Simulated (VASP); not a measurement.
# KScSe2 (P4/nmm) in VASP: notebook, part 2 of 2

VASP 6.6.1.

### 3 Single point, r2SCAN (25.00 Å³/atom)

This run uses another cell than the first one, of 25.00 Å³/atom.

Contents of POSCAR:

```
KScSe2
1.0
    4.0925896746      0.0000000000      0.0000000000
    0.0000000000      4.0925896746      0.0000000000
    0.0000000000      0.0000000000     11.9396036836
K Se Sc
2 4 2
Direct
    0.5000000000      0.0000000000      0.8891082168
    0.0000000000      0.5000000000      0.1108917832
    0.5000000000      0.0000000000      0.1747567390
    0.0000000000      0.5000000000      0.3978283753
    0.5000000000      0.0000000000      0.6021716247
    0.0000000000      0.5000000000      0.8252432610
    0.5000000000      0.0000000000      0.3746775327
    0.0000000000      0.5000000000      0.6253224673
```

Contents of INCAR.step1:

```
SYSTEM = KScSe2
PREC = Accurate
ENCUT = 520
ISMEAR = 0
SIGMA = 0.01
LREAL = .False.
LASPH = .True.
NELM = 80
NBANDS = 42
GGA = PE
ALGO = Normal
EDIFF = 1E-4
LWAVE = .True.
LCHARG = .False.
```

Contents of INCAR.step2:

```
SYSTEM = KScSe2
PREC = Accurate
ENCUT = 520
EDIFF = 1E-6
ISMEAR = 0
SIGMA = 0.01
LREAL = .False.
LASPH = .True.
NELM = 80
ALGO = Normal
ISIF = 2
LWAVE = .False.
LCHARG = .False.
METAGGA = R2SCAN
LMIXTAU = .True.
NBANDS = 42
ISTART = 1
```

Contents of KPOINTS:

```
regular mesh
0
Gamma
  6 6 2
  0 0 0
```

Potentials or basis: VASP PAW PBE potentials, release 64 (K_sv, Se, Sc_sv).

The run is started by

```console
cat potpaw_PBE.64/K_sv/POTCAR potpaw_PBE.64/Se/POTCAR potpaw_PBE.64/Sc_sv/POTCAR > POTCAR
cp INCAR.step1 INCAR
mpirun -np 1 vasp_std > vasp.out
cp INCAR.step2 INCAR
mpirun -np 1 vasp_std > vasp.out
```

OUTCAR:

```text
SYSTEM = KScSe2
   PREC = Accurate
   ENCUT = 520
   EDIFF = 1E-6
   ISMEAR = 0
   LREAL = .False.
   LASPH = .True.
   NELM = 80
   ISIF = 2
   METAGGA = R2SCAN
   ISTART = 1

 ion  position               nearest neighbor table
   1  0.500  0.000  0.889-   6 2.99   6 2.99   6 2.99   6 2.99
   2  0.000  0.500  0.111-   3 2.99   3 2.99   3 2.99   3 2.99
   3  0.500  0.000  0.175-   7 2.39   2 2.99   2 2.99   2 2.99   2 2.99
   4  0.000  0.500  0.398-   8 2.72   7 2.91   7 2.91   7 2.91   7 2.91
   5  0.500  0.000  0.602-   7 2.72   8 2.91   8 2.91   8 2.91   8 2.91
   6  0.000  0.500  0.825-   8 2.39   1 2.99   1 2.99   1 2.99   1 2.99
   7  0.500  0.000  0.375-   3 2.39   5 2.72   4 2.91   4 2.91   4 2.91   4 2.91
   8  0.000  0.500  0.625-   6 2.39   4 2.72   5 2.91   5 2.91   5 2.91   5 2.91

  LATTYP: Found a simple tetragonal cell.
 ALAT       =     4.0925896746
 C/A-ratio  =     2.9173713059

  Lattice vectors:

 A1 = (   4.0925896746,   0.0000000000,   0.0000000000)
 A2 = (   0.0000000000,   4.0925896746,   0.0000000000)
 A3 = (   0.0000000000,   0.0000000000,  11.9396036836)
[... 188 lines left out ...]
 fundamental gap:      0.5620510061
 Fermi energy:         2.1941978003

 k-point     1 :       0.0000    0.0000    0.0000
  band No.  band energies     occupation
      1     -49.6718      2.00000
      2     -49.6701      2.00000
      3     -28.0187      2.00000
      4     -27.9875      2.00000
      5     -27.3728      2.00000
      6     -27.3728      2.00000
[... 889 lines left out ...]
     41       5.1880      0.00000
     42       5.1880      0.00000

------------------------ aborting loop because EDIFF is reached ----------------------------------------

  FORCE on cell =-STRESS in cart. coord.  units (eV):
  Direction    XX          YY          ZZ          XY          YZ          ZX
  --------------------------------------------------------------------------------------
  -------------------------------------------------------------------------------------
  Total        3.8283021      3.8283021      6.3697589      0.0000000      0.0000000     -0.0000000
  in kB       30.6711787     30.6711787     51.0325485      0.0000000      0.0000000     -0.0000000
  external PRESSURE =      37.4583020 kB  Pullay stress =       0.0000000 kB

 VOLUME and BASIS-vectors are now :
 -----------------------------------------------------------------------------
  energy-cutoff  :      520.00
  volume of cell :      199.98
      direct lattice vectors                 reciprocal lattice vectors
     4.092589675  0.000000000  0.000000000     0.244344066  0.000000000  0.000000000
     0.000000000  4.092589675  0.000000000     0.000000000  0.244344066  0.000000000
     0.000000000  0.000000000 11.939603684     0.000000000  0.000000000  0.083754874

 POSITION                                       TOTAL-FORCE (eV/Angst)
 -----------------------------------------------------------------------------------
      2.04629      0.00000     10.61560        -0.000000      0.000000      0.134099
      0.00000      2.04629      1.32400         0.000000      0.000000     -0.134099
      2.04629      0.00000      2.08653         0.000000      0.000000     -0.522062
      0.00000      2.04629      4.74991        -0.000000      0.000000     -0.256089
      2.04629      0.00000      7.18969        -0.000000      0.000000      0.256089
      0.00000      2.04629      9.85308        -0.000000      0.000000      0.522062
      2.04629      0.00000      4.47350        -0.000000      0.000000      0.324773
      0.00000      2.04629      7.46610        -0.000000      0.000000     -0.324773
 -----------------------------------------------------------------------------------
    total drift:                                0.000000      0.000000      0.000000

  FREE ENERGIE OF THE ION-ELECTRON SYSTEM (eV)
  ---------------------------------------------------
  free  energy   TOTEN  =      -104.8620833978 eV

  energy  without entropy=     -104.8620833978  energy(sigma->0) =     -104.86208340
```

OSZICAR.step1:

```text
N       E                     dE             d eps       ncg     rms          rms(c)
DAV:   1     0.856081973097E+03    0.85608E+03   -0.27382E+04  1680   0.142E+03
DAV:   2     0.701085214098E+02   -0.78597E+03   -0.76694E+03  1832   0.477E+02
DAV:   3    -0.381571220110E+02   -0.10827E+03   -0.10352E+03  2730   0.168E+02
DAV:   4    -0.452066740771E+02   -0.70496E+01   -0.70103E+01  2784   0.428E+01
DAV:   5    -0.455719846811E+02   -0.36531E+00   -0.36486E+00  2984   0.837E+00    0.147E+01
DAV:   6    -0.395477767467E+02    0.60242E+01   -0.14761E+01  2512   0.267E+01    0.706E+00
DAV:   7    -0.394654582353E+02    0.82319E-01   -0.22307E+00  2470   0.679E+00    0.431E+00
DAV:   8    -0.394623701894E+02    0.30880E-02   -0.41957E-01  2606   0.523E+00    0.175E+00
DAV:   9    -0.394534961986E+02    0.88740E-02   -0.22186E-01  2584   0.438E+00    0.955E-01
DAV:  10    -0.394342452339E+02    0.19251E-01   -0.51095E-02  2560   0.238E+00    0.243E-01
DAV:  11    -0.394350666425E+02   -0.82141E-03   -0.70584E-03  2854   0.522E-01    0.150E-01
DAV:  12    -0.394351631692E+02   -0.96527E-04   -0.79380E-04  2010   0.142E-01
   1 F= -.39435163E+02 E0= -.39435163E+02  d E =-.821966E-40
```

Wall time 5.7 min (1 thread of Intel Xeon 6975P-C (Granite Rapids), shared host); peak memory 0.39 GiB.

Results:

```
Free energy            : -104.8621 eV
Pressure               : 3.7 GPa
Largest force          : 0.522 eV/Å
Band gap on the k mesh : 0.56 eV
```

Forces on the atoms (eV/Å):
```
K    0.000  0.000  0.134
K    0.000  0.000 -0.134
Se   0.000  0.000 -0.522
Se   0.000  0.000 -0.256
Se   0.000  0.000  0.256
Se   0.000  0.000  0.522
Sc   0.000  0.000  0.325
Sc   0.000  0.000 -0.325
```

Stress tensor (GPa, compression positive):
```
3.07 0.00 0.00
0.00 3.07 0.00
0.00 0.00 5.10
```

Levels at points of the mesh, in eV from the valence-band top:
| k point | band 28 | band 29 | band 30 | band 31 | band 32 | band 33 | band 34 | band 35 | band 36 | band 37 |
| --- | --- | --- | --- | --- | --- | --- | --- | --- | --- | --- |
| (0.00, 0.00, 0.00) | -0.44 | -0.27 | -0.27 | -0.02 | -0.02 | 0.56 | 1.19 | 1.82 | 2.09 | 2.60 |
| (0.50, 0.00, 0.00) | -1.57 | -1.22 | -1.22 | -0.50 | -0.50 | 2.66 | 2.66 | 2.76 | 2.76 | 2.81 |
| (0.50, 0.50, 0.00) | -1.46 | -1.21 | -1.21 | -0.98 | -0.98 | 2.23 | 2.23 | 2.81 | 2.81 | 2.94 |
| (0.00, 0.00, 0.50) | -0.78 | -0.29 | -0.29 | 0.00 | 0.00 | 0.56 | 1.19 | 1.82 | 2.09 | 2.63 |
| (0.50, 0.00, 0.50) | -1.78 | -1.03 | -1.03 | -0.50 | -0.50 | 2.61 | 2.61 | 2.77 | 2.77 | 2.78 |
| (0.50, 0.50, 0.50) | -1.47 | -1.32 | -1.32 | -0.98 | -0.98 | 2.34 | 2.34 | 2.82 | 2.82 | 2.83 |

Caveat: the cell stands under pressure; the PAW data sets were made with another functional, which shifts forces and pressure a little.

### 4 Single point, r2SCAN (25.80 Å³/atom)

This run uses another cell than the first one, of 25.80 Å³/atom.

Edit POSCAR of step 3 so:

```diff
@@ -2,5 +2,5 @@
 1.0
-    4.0925896746      0.0000000000      0.0000000000
-    0.0000000000      4.0925896746      0.0000000000
-    0.0000000000      0.0000000000     11.9396036836
+    4.1356727319      0.0000000000      0.0000000000
+    0.0000000000      4.1356727319      0.0000000000
+    0.0000000000      0.0000000000     12.0652929589
 K Se Sc
```

Edit INCAR.step1 of step 3 so:

```diff
@@ -7,3 +7,3 @@
 LASPH = .True.
-NELM = 80
+NELM = 60
 NBANDS = 42
```

Edit INCAR.step2 of step 3 so:

```diff
@@ -8,3 +8,3 @@
 LASPH = .True.
-NELM = 80
+NELM = 60
 ALGO = Normal
```

KPOINTS is that of step 3.

The run is started by

```console
cat potpaw_PBE.64/K_sv/POTCAR potpaw_PBE.64/Se/POTCAR potpaw_PBE.64/Sc_sv/POTCAR > POTCAR
cp INCAR.step1 INCAR
mpirun -np 1 vasp_std > vasp.out
cp INCAR.step2 INCAR
mpirun -np 1 vasp_std > vasp.out
```

Run time: 4.8 min. Hardware: 1 thread of Intel Xeon 6975P-C (Granite Rapids), shared host; peak memory 0.41 GiB.

It converged, with:

| Item | Value |
| --- | --- |
| Free energy | -104.9731 eV |
| Pressure | 1.8 GPa |
| Largest force | 0.268 eV/Å |
| Band gap on the k mesh | 0.61 eV |

Forces on the atoms (eV/Å):
```
K    0.000  0.000  0.068
K    0.000  0.000 -0.068
Se   0.000  0.000 -0.268
Se   0.000  0.000 -0.128
Se   0.000  0.000  0.128
Se   0.000  0.000  0.268
Sc   0.000  0.000  0.168
Sc   0.000  0.000 -0.168
```

Stress tensor (GPa, compression positive):
```
1.46 0.00 0.00
0.00 1.46 0.00
0.00 0.00 2.49
```

Levels at points of the mesh, in eV from the valence-band top:
```csv
k point,band 28,band 29,band 30,band 31,band 32,band 33,band 34,band 35,band 36,band 37
"(0.00, 0.00, 0.00)",-0.45,-0.25,-0.25,-0.02,-0.02,0.61,1.21,1.78,2.04,2.49
"(0.50, 0.00, 0.00)",-1.54,-1.17,-1.17,-0.46,-0.46,2.58,2.58,2.70,2.70,2.74
"(0.50, 0.50, 0.00)",-1.40,-1.20,-1.20,-0.95,-0.95,2.19,2.19,2.72,2.72,2.85
"(0.00, 0.00, 0.50)",-0.79,-0.27,-0.27,0.00,0.00,0.61,1.20,1.78,2.04,2.52
"(0.50, 0.00, 0.50)",-1.73,-0.99,-0.99,-0.46,-0.46,2.54,2.54,2.70,2.70,2.70
"(0.50, 0.50, 0.50)",-1.40,-1.30,-1.30,-0.95,-0.95,2.30,2.30,2.72,2.72,2.76
```

Caveat: the PAW data sets were made with another functional, which shifts forces and pressure a little.

### 5 Overview

```csv
level,cell,gap on the mesh (eV),pressure (GPa),largest force (eV/Å)
PBE,"a = 4.282, b = 4.282, c = 12.555 Å, 8 atoms, atomic positions A",0.47,-2.2,0.34
r2SCAN,"a = 4.093, b = 4.093, c = 11.940 Å, 8 atoms, atomic positions B",0.56,3.7,0.52
r2SCAN,"a = 4.136, b = 4.136, c = 12.065 Å, 8 atoms, atomic positions B",0.61,1.8,0.27
```

Alike in all rows: task single point; potentials or basis VASP PAW PBE potentials, release 64 (K_sv, Se, Sc_sv); no spin polarisation; k mesh 6 × 6 × 2; cutoff (eV) 520; smearing gaussian 0.01 eV.

Caveats: the PAW data sets were made with another functional, which shifts forces and pressure a little (at least some runs); the cell stands under pressure (at least some runs).

Total energies depend on the potentials used, so only differences within one code and one set of settings carry meaning.
